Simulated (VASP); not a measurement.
# Rh (Pm-3m) in VASP: relaxation of cell and atoms with PBE

Aim: the relaxation of cell and atoms of Rh with PBE.

Everything below comes from runs of VASP 6.6.1. Logs are shortened: lines on timing, memory, paths and dates and some standing lists are left out, and cuts for length are marked.

## 1. The cell of the first run

It takes space group Pm-3m (No. 221, cubic). The conventional cell has a = 2.470 Å, b = 2.470 Å, c = 2.470 Å, α = 90.00°, β = 90.00°, γ = 90.00°. Within 3.3 Å of Rh (site symmetry m-3m) lie 6 Rh at 2.47 Å.

## 2. Relaxation of cell and atoms, PBE

INCAR reads:

```
ALGO = Normal
EDIFF = 1E-6
EDIFFG = -0.03
ENCUT = 600
GGA = PE
IBRION = 2
ISIF = 3
ISMEAR = 1
LASPH = T
LCHARG = F
LREAL = F
LWAVE = F
NELM = 80
NSW = 80
PREC = Accurate
SIGMA = 0.05
```

KPOINTS reads:

```
k-points
0
Gamma
  7 7 7
```

POSCAR reads:

```
Rh
1.0
    2.4700000000      0.0000000000      0.0000000000
    0.0000000000      2.4700000000      0.0000000000
    0.0000000000      0.0000000000      2.4700000000
Rh
1
Direct
    0.0000000000      0.0000000000      0.0000000000
```

Potentials or basis: VASP PAW PBE potentials, release 64 (Rh_pv).

Started as:

```console
$ cat potpaw_PBE.64/Rh_pv/POTCAR > POTCAR
$ mpirun -np 1 vasp_std > vasp.out
```

OUTCAR:

```text
EDIFF = 1E-6
   EDIFFG = -0.03
   ENCUT = 600
   GGA = PE
   IBRION = 2
   ISIF = 3
   ISMEAR = 1
   LASPH = T
   LREAL = F
   NELM = 80
   NSW = 80
   PREC = Accurate

 ion  position               nearest neighbor table
   1  0.000  0.000  0.000-

  LATTYP: Found a simple cubic cell.
 ALAT       =     2.4700000000

  Lattice vectors:

 A1 = (   2.4700000000,   0.0000000000,   0.0000000000)
 A2 = (   0.0000000000,   2.4700000000,   0.0000000000)
 A3 = (   0.0000000000,   0.0000000000,   2.4700000000)

Analysis of symmetry for initial positions (statically):
=====================================================================
 Subroutine PRICEL returns:
 Original cell was already a primitive cell.

 Routine SETGRP: Setting up the symmetry group for a
 simple cubic supercell.

 Subroutine GETGRP returns: Found 48 space group operations
 (whereof 48 operations were pure point group operations)
 out of a pool of 48 trial point group operations.

The static configuration has the point symmetry O_h .

Analysis of symmetry for dynamics (positions and initial velocities):
=====================================================================
 Subroutine PRICEL returns:
 Original cell was already a primitive cell.

 Routine SETGRP: Setting up the symmetry group for a
 simple cubic supercell.

 Subroutine GETGRP returns: Found 48 space group operations
 (whereof 48 operations were pure point group operations)
 out of a pool of 48 trial point group operations.

The dynamic configuration has the point symmetry O_h .

 Subroutine INISYM returns: Found 48 space group operations
 (whereof 48 operations are pure point group operations),
 and found     1 'primitive' translations

----------------------------------------------------------------------------------------

                                     Primitive cell

  volume of cell :      15.0692

  direct lattice vectors                    reciprocal lattice vectors
     2.470000000  0.000000000  0.000000000     0.404858300  0.000000000  0.000000000
     0.000000000  2.470000000  0.000000000     0.000000000  0.404858300  0.000000000
     0.000000000  0.000000000  2.470000000     0.000000000  0.000000000  0.404858300

  length of vectors
     2.470000000  2.470000000  2.470000000     0.404858300  0.404858300  0.404858300

  position of ions in fractional coordinates (direct lattice)
     0.000000000  0.000000000  0.000000000

  ion indices of the primitive-cell ions
   primitive index   ion index
                 1           1

----------------------------------------------------------------------------------------

 KPOINTS: k-points

Automatic generation of k-mesh.
[... 56 lines left out ...]
   LNONCOLLINEAR =      F non collinear calculations
   LSORBIT =      F    spin-orbit coupling
   LASPH  =      T    aspherical Exc in radial PAW
   ENCUT  =  600.0 eV  44.10 Ry    6.64 a.u.   4.93  4.93  4.93*2*pi/ulx,y,z
   NELM   =     80;   NELMIN=  2; NELMDL= -5     # of ELM steps
   EDIFF  = 0.1E-05   stopping-criterion for ELM
   LREAL  =      F    real-space projection
   EDIFFG = -.3E-01   stopping-criterion for IOM
   NSW    =     80    number of steps for IOM
   IBRION =      2    ionic relax: 0-MD 1-quasi-New 2-CG
   NFREE  =      1    steps in history (QN), initial steepest desc. (CG)
   ISIF   =      3    stress and relaxation
   ISYM   =      2    0-nonsym 1-usesym 2-fastsym
   POTIM  = 0.5000    time-step for ionic-motion
   TEBEG  =    0.0;   TEEND  =   0.0 temperature during run
   PSTRESS=    0.0 pullay stress
   NELECT =      15.0000    total number of electrons
   NUPDOWN=      -1.0000    fix difference up-down
   EMIN   =  10.00;   EMAX   =-10.00  energy-range for DOS
   EFERMI =   0.00;   METHOD = LEGACY
   ISMEAR =     1;   SIGMA  =   0.05  broadening in eV -4-tet -1-fermi 0-gaus
   EFERMI_NEDOS =   21; number of points for ismear=-14 and -15
   IALGO  =     38    algorithm
   IMIX   =      4    mixing-type and parameters
     AMIX     =   0.40;   BMIX     =  1.00
     AMIX_MAG =   1.60;   BMIX_MAG =  1.00
  volume/ion in A,a.u.               =      15.07       101.69
  Fermi-wavevector in a.u.,A,eV,Ry     =   1.634588  3.088923 36.353105  2.671878
  Thomas-Fermi vector in A             =   2.726202
   LORBIT       =      0    0 simple, 1 ext, 2 COOP (PROOUT), +10 PAW based schemes
   GGA     = PE    functional components
   LHFCALC =     F    Hartree Fock is set to
   AEXX    =    0.0000 exact exchange contribution
   IVDW    =     0    specifies the selected vdW correction
   LEPSILON=     F    determine dielectric tensor
   LRPA    =     F    only Hartree local field effects (RPA)
 conjugate gradient relaxation of ions
 non-spin polarized calculation
 Methfessel and Paxton  Order N= 1 SIGMA  =   0.05
  energy-cutoff  :      600.00
  volume of cell :       15.07
 maximum number of plane-waves:       512
 NGX is ok and might be reduce to    20
   NGX =  9   NGY =  9   NGZ =  9

--------------------------------------- Ionic step        1  -------------------------------------------

 number of electron      14.9999999 magnetization

 Free energy of the ion-electron system (eV)
  ---------------------------------------------------
  ext. energy  EPLUGINS =         0.00000000
  ---------------------------------------------------
  free energy    TOTEN  =        -6.41331568 eV

  energy without entropy =       -6.41261581  energy(sigma->0) =       -6.41308239

 E-fermi :  10.3188     XC(G=0): -13.2907

 val. band max:       10.2988439480   @ k =   0.1429   0.1429   0.1429
 cond. band min:      10.3255287893   @ k =   0.2857   0.2857   0.0000
 fundamental gap:      0.0266848413
 Fermi energy:        10.3187867792

 k-point     1 :       0.0000    0.0000    0.0000
  band No.  band energies     occupation
      1     -35.6778      2.00000
      2     -35.6778      2.00000
      3     -35.6778      2.00000
      4       3.2104      2.00000
      5       4.7926      2.00000
      6       4.7926      2.00000
      7      11.3040     -0.00000
      8      11.3040     -0.00000
      9      11.3040     -0.00000
     10      27.8516      0.00000
     11      27.8516      0.00000
[... 368 lines left out ...]
--------------------------------------- Ionic step        4  -------------------------------------------

 number of electron      14.9999999 magnetization

 Free energy of the ion-electron system (eV)
  ---------------------------------------------------
  ext. energy  EPLUGINS =         0.00000000
  ---------------------------------------------------
  free energy    TOTEN  =        -6.47380641 eV

  energy without entropy =       -6.47311692  energy(sigma->0) =       -6.47357658

 E-fermi :   9.0905     XC(G=0): -12.8163

 val. band max:        9.0684326819   @ k =   0.1429   0.1429   0.1429
 cond. band min:       9.1050729205   @ k =   0.2857   0.2857   0.0000
 fundamental gap:      0.0366402386
 Fermi energy:         9.0905439588

 k-point     1 :       0.0000    0.0000    0.0000
  band No.  band energies     occupation
      1     -36.8135      2.00000
      2     -36.8135      2.00000
      3     -36.8135      2.00000
      4       2.4782      2.00000
      5       4.1332      2.00000
      6       4.1332      2.00000
      7       9.9409     -0.00000
      8       9.9409     -0.00000
      9       9.9409     -0.00000
     10      26.0243      0.00000
     11      26.0243      0.00000
[... 292 lines left out ...]
  FREE ENERGIE OF THE ION-ELECTRON SYSTEM (eV)
  ---------------------------------------------------
  free  energy   TOTEN  =        -6.4738064102 eV

  energy  without entropy=       -6.4731169220  energy(sigma->0) =       -6.47357658

 reached required accuracy - stopping structural energy minimisation
```

Run time: 6.9 s. Hardware: 1 thread of Intel Xeon Platinum 8481C at 2.70GHz (Sapphire Rapids), shared host; peak memory 0.13 GiB.

Results:

* Free energy: -6.4738 eV
* Relaxed volume: 16.28 Å³/atom
* Relaxed cell: a = 2.534 Å, b = 2.534 Å, c = 2.534 Å, α = 90.00°, β = 90.00°, γ = 90.00°
* Space group after relaxing (to 0.05 Å): Pm-3m (No. 221)
* Energy gained by relaxing: 60.5 meV/atom
* Ionic steps: 4
* Pressure after relaxing: -0.1 GPa

The path:
```csv
step,energy change (eV),largest force (eV/Å),pressure (GPa),volume (Å³)
1,0.0000,0.0000,17.46,15.07
2,0.1264,0.0000,-19.04,18.94
3,-0.0604,0.0000,-0.66,16.33
4,-0.0605,0.0000,-0.13,16.28
```

Final structure:
```xyz
1
Lattice="2.5345 0.0000 0.0000 0.0000 2.5345 0.0000 0.0000 0.0000 2.5345" Properties=species:S:1:pos:R:3 pbc="T T T"
Rh    0.0000    0.0000    0.0000
```

Caveat: the k points lie up to 0.35 Å⁻¹ apart in the final cell.
